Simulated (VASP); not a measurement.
Runs of VASP 6.6.1 on TlW. The structure is that of space group Pm-3m (No. 221), or close to it. The cells are those of the table. 

| task | cell | k mesh | cutoff (eV) | gap on the mesh (eV) | pressure (GPa) |
| --- | --- | --- | --- | --- | --- |
| single point | a = 3.591 Å, 2 atoms | 6 × 6 × 6 | 520 | none | -18.3 |
| single point | a = 3.369 Å, 2 atoms | 6 × 6 × 6 | 520 | none | -0.3 |
| relaxation of cell and atoms | relaxed from a = 3.591 Å, 2 atoms | 6 × 6 × 6 | 600 | none | 0.2 |
| single point | a = 3.362 Å, 2 atoms | 16 × 16 × 16 | 520 | none | (a) |

Alike in all rows: level PBE; potentials or basis VASP PAW PBE potentials, release 64 (Tl_d, W_sv); no spin polarisation; smearing gaussian 0.1 eV.

Problem. Estimate the missing entries.

Solution. (a) 0.1.

Caveats: spin-orbit coupling is left out, which moves the levels of the heavy elements.

A k mesh can miss the band edges, and the runs leave out spin-orbit coupling on Tl, W.

A gap of «none» marks levels without a gap at the run's occupations.
